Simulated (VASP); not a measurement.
# V (P6_3/mmc) in VASP: a series of runs

Runs on V. Level: RPBE. Tasks: single point, relaxation of cell and atoms.

Everything below comes from runs of VASP 6.6.1. Logs are shortened: lines on timing, memory, paths and dates and some standing lists are left out, and cuts for length are marked.

## (1) The cell of the first run

Symmetry: P6_3/mmc, No. 194, hexagonal system. The conventional cell has a = 2.740 Å, b = 2.740 Å, c = 4.893 Å, α = 90.00°, β = 90.00°, γ = 120.00°. Within 3.6 Å of V (site symmetry -6m2) lie 12 V at 2.74 to 2.91 Å.

## (2) Single point, RPBE (volume scaled by 1.12)

File INCAR:

```
SYSTEM = V
ALGO = Normal ; EDIFF = 1E-6
ENCUT = 520 ; GGA = RP
ISIF = 2 ; ISMEAR = -1
LASPH = .TRUE. ; LCHARG = .FALSE.
LREAL = .FALSE. ; LWAVE = .FALSE.
NBANDS = 20 ; NELM = 60
PREC = Accurate ; SIGMA = 0.1
```

File KPOINTS:

```
k-points
0
G
  15 15 8
  0 0 0
```

File POSCAR:

```
V
1.0
    2.7403366544      0.0000000000      0.0000000000
   -1.3701683272      2.3732011576      0.0000000000
    0.0000000000      0.0000000000      4.8933569599
V
2
Direct
    0.3333333333      0.6666666667      0.2500000000
    0.6666666667      0.3333333333      0.7500000000
```

Potentials or basis: VASP PAW PBE potentials, release 64 (V_sv).

The run is started by

```bash
> cat potpaw_PBE.64/V_sv/POTCAR > POTCAR
> mpirun -np 1 vasp_std > vasp.out
```

OUTCAR:

```text
SYSTEM = V
   EDIFF = 1E-6
   ENCUT = 520
   GGA = RP
   ISIF = 2
   ISMEAR = -1
   LASPH = .TRUE.
   LREAL = .FALSE.
   NELM = 60
   PREC = Accurate

 ion  position               nearest neighbor table
   1  0.333  0.667  0.250-   2 2.91   2 2.91   2 2.91   2 2.91   2 2.91   2 2.91
   2  0.667  0.333  0.750-   1 2.91   1 2.91   1 2.91   1 2.91   1 2.91   1 2.91

  LATTYP: Found a hexagonal cell.
 ALAT       =     2.7403366544
 C/A-ratio  =     1.7856773006

  Lattice vectors:

 A1 = (   2.7403366544,   0.0000000000,   0.0000000000)
 A2 = (  -1.3701683272,   2.3732011576,   0.0000000000)
 A3 = (   0.0000000000,   0.0000000000,   4.8933569599)

Analysis of symmetry for initial positions (statically):
=====================================================================
 Subroutine PRICEL returns:
 Original cell was already a primitive cell.

 Routine SETGRP: Setting up the symmetry group for a
 hexagonal supercell.

 Subroutine GETGRP returns: Found 24 space group operations
 (whereof 12 operations were pure point group operations)
 out of a pool of 24 trial point group operations.

The static configuration has the point symmetry D_3d.
 The point group associated with its full space group is D_6h.

Analysis of symmetry for dynamics (positions and initial velocities):
=====================================================================
 Subroutine PRICEL returns:
 Original cell was already a primitive cell.

 Routine SETGRP: Setting up the symmetry group for a
 hexagonal supercell.

 Subroutine GETGRP returns: Found 24 space group operations
 (whereof 12 operations were pure point group operations)
 out of a pool of 24 trial point group operations.

The dynamic configuration has the point symmetry D_3d.
 The point group associated with its full space group is D_6h.

 Subroutine INISYM returns: Found 24 space group operations
 (whereof 12 operations are pure point group operations),
 and found     1 'primitive' translations

----------------------------------------------------------------------------------------

                                     Primitive cell

  volume of cell :      31.8233

  direct lattice vectors                    reciprocal lattice vectors
     2.740336654  0.000000000  0.000000000     0.364918667  0.210685891  0.000000000
    -1.370168327  2.373201158  0.000000000     0.000000000  0.421371782  0.000000000
     0.000000000  0.000000000  4.893356960     0.000000000  0.000000000  0.204358686

  length of vectors
[... 80 lines left out ...]
   ENCUT  =  520.0 eV  38.22 Ry    6.18 a.u.   5.10  5.10  9.10*2*pi/ulx,y,z
   NELM   =     60;   NELMIN=  2; NELMDL= -5     # of ELM steps
   EDIFF  = 0.1E-05   stopping-criterion for ELM
   LREAL  =      F    real-space projection
   EDIFFG = 0.1E-04   stopping-criterion for IOM
   NSW    =      0    number of steps for IOM
   IBRION =     -1    ionic relax: 0-MD 1-quasi-New 2-CG
   NFREE  =      0    steps in history (QN), initial steepest desc. (CG)
   ISIF   =      2    stress and relaxation
   ISYM   =      2    0-nonsym 1-usesym 2-fastsym
   POTIM  = 0.5000    time-step for ionic-motion
   TEBEG  =    0.0;   TEEND  =   0.0 temperature during run
   PSTRESS=    0.0 pullay stress
   NELECT =      26.0000    total number of electrons
   NUPDOWN=      -1.0000    fix difference up-down
   EMIN   =  10.00;   EMAX   =-10.00  energy-range for DOS
   EFERMI =   0.00;   METHOD = LEGACY
   ISMEAR =    -1;   SIGMA  =   0.10  broadening in eV -4-tet -1-fermi 0-gaus
   EFERMI_NEDOS =   21; number of points for ismear=-14 and -15
   IALGO  =     38    algorithm
   IMIX   =      4    mixing-type and parameters
     AMIX     =   0.40;   BMIX     =  1.00
     AMIX_MAG =   1.60;   BMIX_MAG =  1.00
  volume/ion in A,a.u.               =      15.91       107.38
  Fermi-wavevector in a.u.,A,eV,Ry     =   1.530444  2.892120 31.868373  2.342259
  Thomas-Fermi vector in A             =   2.637926
   LORBIT       =      0    0 simple, 1 ext, 2 COOP (PROOUT), +10 PAW based schemes
   GGA     = RP    functional components
   LHFCALC =     F    Hartree Fock is set to
   AEXX    =    0.0000 exact exchange contribution
   IVDW    =     0    specifies the selected vdW correction
   LEPSILON=     F    determine dielectric tensor
   LRPA    =     F    only Hartree local field effects (RPA)
 non-spin polarized calculation
  energy-cutoff  :      520.00
  volume of cell :       31.82
 maximum number of plane-waves:       882
   NGX = 11   NGY = 11   NGZ = 19

 number of electron      25.9999996 magnetization

 Free energy of the ion-electron system (eV)
  ---------------------------------------------------
  ext. energy  EPLUGINS =         0.00000000
  ---------------------------------------------------
  free energy    TOTEN  =       -16.42533861 eV

  energy without entropy =      -16.28403523  energy(sigma->0) =      -16.35468692

 E-fermi :   8.2055     XC(G=0): -11.8925

 val. band max:        8.2049841313   @ k =   0.2000   0.2000   0.0000
 cond. band min:       8.2128765197   @ k =   0.3333   0.0667   0.0000
 fundamental gap:      0.0078923884
 Fermi energy:         8.2055422941

 k-point     1 :       0.0000    0.0000    0.0000
  band No.  band energies     occupation
      1     -56.1113      2.00000
      2     -56.0486      2.00000
      3     -30.0354      2.00000
      4     -29.6271      2.00000
      5     -29.5503      2.00000
      6     -29.5503      2.00000
[... 541 lines left out ...]
     19      13.1199      0.00000
     20      14.2736      0.00000

 [... further k-points ...]

------------------------ aborting loop because EDIFF is reached ----------------------------------------

  FORCE on cell =-STRESS in cart. coord.  units (eV):
  Direction    XX          YY          ZZ          XY          YZ          ZX
  --------------------------------------------------------------------------------------
  -------------------------------------------------------------------------------------
  Total       -2.8948933     -2.8948933     -2.7980419      0.0000000      0.0000000      0.0000000
  in kB     -145.7463797   -145.7463797   -140.8702984      0.0000000      0.0000000      0.0000000
  external PRESSURE =    -144.1210193 kB  Pullay stress =       0.0000000 kB

 VOLUME and BASIS-vectors are now :
 -----------------------------------------------------------------------------
  energy-cutoff  :      520.00
  volume of cell :       31.82
      direct lattice vectors                 reciprocal lattice vectors
     2.740336654  0.000000000  0.000000000     0.364918667  0.210685891  0.000000000
    -1.370168327  2.373201158  0.000000000     0.000000000  0.421371782  0.000000000
     0.000000000  0.000000000  4.893356960     0.000000000  0.000000000  0.204358686

 POSITION                                       TOTAL-FORCE (eV/Angst)
 -----------------------------------------------------------------------------------
     -0.00000      1.58213      1.22334         0.000000      0.000000      0.000000
      1.37017      0.79107      3.67002        -0.000000      0.000000      0.000000
 -----------------------------------------------------------------------------------
    total drift:                               -0.000000      0.000000     -0.000000

  FREE ENERGIE OF THE ION-ELECTRON SYSTEM (eV)
  ---------------------------------------------------
  free  energy   TOTEN  =       -16.4253386055 eV

  energy  without entropy=      -16.2840352305  energy(sigma->0) =      -16.35468692
```

OSZICAR:

```text
N       E                     dE             d eps       ncg     rms          rms(c)
DAV:   1     0.328746322737E+03    0.32875E+03   -0.16496E+04  5416   0.148E+03
DAV:   2    -0.958242683920E+01   -0.33833E+03   -0.33305E+03  5584   0.487E+02
DAV:   3    -0.191778988528E+02   -0.95955E+01   -0.93805E+01  5976   0.969E+01
DAV:   4    -0.192822224535E+02   -0.10432E+00   -0.10346E+00  5524   0.102E+01
DAV:   5    -0.192834673199E+02   -0.12449E-02   -0.12448E-02  5760   0.116E+00    0.200E+01
DAV:   6    -0.164653480228E+02    0.28181E+01   -0.14721E+01  5448   0.367E+01    0.216E+00
DAV:   7    -0.164400432825E+02    0.25305E-01   -0.11772E-01  5536   0.409E+00    0.113E+00
DAV:   8    -0.164251571519E+02    0.14886E-01   -0.15104E-02  5632   0.136E+00    0.152E-01
DAV:   9    -0.164253411630E+02   -0.18401E-03   -0.51840E-04  6488   0.270E-01    0.533E-02
DAV:  10    -0.164253409008E+02    0.26218E-06   -0.29392E-05  6312   0.460E-02    0.205E-02
DAV:  11    -0.164253389000E+02    0.20008E-05   -0.58131E-06  4584   0.235E-02    0.189E-03
DAV:  12    -0.164253386055E+02    0.29449E-06   -0.26265E-07  2764   0.623E-03
   1 F= -.16425339E+02 E0= -.16354687E+02  d E =-.141303E+00
```

Run time: 22 s. Hardware: 1 thread of Intel Xeon 6975P-C (Granite Rapids), shared host; peak memory 0.18 GiB.

Results:

```yaml
Free_energy: -16.4253 eV
Pressure: -14.4 GPa
Band_gap_on_the_k_mesh: zero (band 13 reaches 9.40 eV, above the bottom of band 14 at 7.62 eV)
```

Caveat: the cell differs from its parent crystal (volume scaled by 1.12); the PAW data sets were made with another functional, which shifts forces and pressure a little.

## (3) Relaxation of cell and atoms, RPBE

This run uses another cell than the first one, of 13.83 Å³/atom, 0.869 times its volume.

File INCAR:

```
SYSTEM = V
ALGO = Normal
EDIFF = 1E-6
EDIFFG = -0.01
ENCUT = 600
GGA = RP
IBRION = 2
ISIF = 3
ISMEAR = -1
LASPH = .TRUE.
LCHARG = .FALSE.
LREAL = .FALSE.
LWAVE = .FALSE.
NELM = 80
NSW = 80
PREC = Accurate
SIGMA = 0.1
```

File KPOINTS:

```
k-points
0
G
  13 13 7
  0 0 0
```

File POSCAR:

```
V
1.0
    2.6940739632      0.0000000000      0.0000000000
   -1.3470369816      2.3331364918      0.0000000000
    0.0000000000      0.0000000000      4.3994227819
V
2
Direct
    0.3333333333      0.6666666667      0.2500000000
    0.6666666667      0.3333333333      0.7500000000
```

Potentials or basis: VASP PAW PBE potentials, release 64 (V_sv).

The run is started by

```bash
> cat potpaw_PBE.64/V_sv/POTCAR > POTCAR
> mpirun -np 1 vasp_std > vasp.out
```

It took 76 s on 1 thread of Intel Xeon 6975P-C (Granite Rapids), shared host; peak memory 0.18 GiB.

It converged, with:

| Quantity | Value |
| --- | --- |
| Free energy | -16.5901 eV |
| Relaxed volume | 14.23 Å³/atom |
| Relaxed cell | a = 2.640 Å, b = 2.640 Å, c = 4.714 Å, α = 90.00°, β = 90.00°, γ = 120.00° |
| Space group after relaxing (to 0.05 Å) | P6_3/mmc (No. 194) |
| Energy gained by relaxing | 36.0 meV/atom |
| Ionic steps | 8 |
| Pressure after relaxing | 0.0 GPa |
| Band gap on the k mesh | zero (band 13 reaches 10.56 eV, above the bottom of band 14 at 8.96 eV) |

Stress tensor (GPa, compression positive):
```
-0.04  0.00  0.00
 0.00 -0.04  0.00
 0.00  0.00  0.05
```

Step by step:
```csv
step,energy change (eV),largest force (eV/Å),pressure (GPa),volume (Å³)
1,0.0000,0.0000,5.27,27.65
2,-0.0300,0.0000,-5.31,29.50
3,-0.0348,0.0000,-2.69,28.99
4,-0.0666,0.0000,-2.08,28.83
5,-0.0704,0.0000,-1.69,28.76
6,-0.0704,0.0000,-1.65,28.75
7,-0.0702,0.0000,1.83,28.14
8,-0.0720,0.0000,-0.01,28.45
```

Final structure:
```cif
data_structure
_symmetry_space_group_name_H-M 'P 1'
_symmetry_Int_Tables_number 1
_cell_length_a 2.6400
_cell_length_b 2.6400
_cell_length_c 4.7143
_cell_angle_alpha 90.000
_cell_angle_beta 90.000
_cell_angle_gamma 120.000
_cell_volume 28.45
loop_
_atom_site_label
_atom_site_type_symbol
_atom_site_fract_x
_atom_site_fract_y
_atom_site_fract_z
_atom_site_occupancy
V1 V 0.33333 0.66667 0.25000 1
V2 V 0.66667 0.33333 0.75000 1
```

Levels at points of the mesh, in eV from the Fermi level:
```
           k point  band 9  band 10  band 11  band 12  band 13  band 14  band 15  band 16  band 17
(0.00, 0.00, 0.00)   -6.80    -3.36    -0.46    -0.18     0.31     0.31     0.63     0.63     1.71
```

Caveat: the PAW data sets were made with another functional, which shifts forces and pressure a little.

## (4) Single point, RPBE

This run uses another cell than the first one, of 14.21 Å³/atom, 0.893 times its volume.

File INCAR:

```
ALGO = Normal
EDIFF = 1E-7
ENCUT = 520
GGA = RP
ISIF = 2
ISMEAR = -1
LASPH = True
LCHARG = False
LREAL = False
LWAVE = False
NBANDS = 20
NELM = 80
PREC = Accurate
SIGMA = 0.1
```

File KPOINTS:

```
k-points
0
Gamma
  22 22 11
```

File POSCAR:

```
V
1.0
    2.6387479703      0.0000000000      0.0000000000
   -1.3193739851      2.2852227764      0.0000000000
    0.0000000000      0.0000000000      4.7119523527
V
2
Direct
    0.3333333333      0.6666666667      0.2500000000
    0.6666666667      0.3333333333      0.7500000000
```

The run is started by

```bash
> cat potpaw_PBE.64/V_sv/POTCAR > POTCAR
> mpirun -np 1 vasp_std > vasp.out
```

Wall time 54 s (1 thread of Intel Xeon 6975P-C (Granite Rapids), shared host); peak memory 0.25 GiB.

Results (log left out):

| Quantity | Value |
| --- | --- |
| Free energy | -16.5893 eV |
| Pressure | 0.3 GPa |
| Band gap on the k mesh | zero (band 13 reaches 10.77 eV, above the bottom of band 14 at 8.93 eV) |

Levels at points of the mesh, in eV from the Fermi level:
| k point | band 11 | band 12 | band 13 | band 14 | band 15 | band 16 |
| --- | --- | --- | --- | --- | --- | --- |
| (0.00, 0.00, 0.00) | -0.46 | -0.18 | 0.31 | 0.31 | 0.63 | 0.63 |
| (0.50, 0.00, 0.00) | -2.60 | -0.31 | -0.28 | 0.31 | 0.54 | 2.89 |

Caveat: the PAW data sets were made with another functional, which shifts forces and pressure a little.

## (5) Overview

```csv
task,cell,k mesh,cutoff (eV),gap on the mesh (eV),pressure (GPa)
single point,"a = 2.740, b = 2.740, c = 4.893 Å, angles 90.0, 90.0, 120.0°, 2 atoms",15 × 15 × 8,520,none,-14.4
relaxation of cell and atoms,"relaxed from a = 2.694, b = 2.694, c = 4.399 Å, angles 90.0, 90.0, 120.0°, 2 atoms",13 × 13 × 7,600,none,0.0
single point,"a = 2.639, b = 2.639, c = 4.712 Å, angles 90.0, 90.0, 120.0°, 2 atoms",22 × 22 × 11,520,none,0.3
```

Alike in all rows: level RPBE; potentials or basis VASP PAW PBE potentials, release 64 (V_sv); no spin polarisation; smearing fermi-dirac 0.1 eV.

Caveats: the PAW data sets were made with another functional, which shifts forces and pressure a little.

Absolute energies hang on the potentials; compare differences alone.
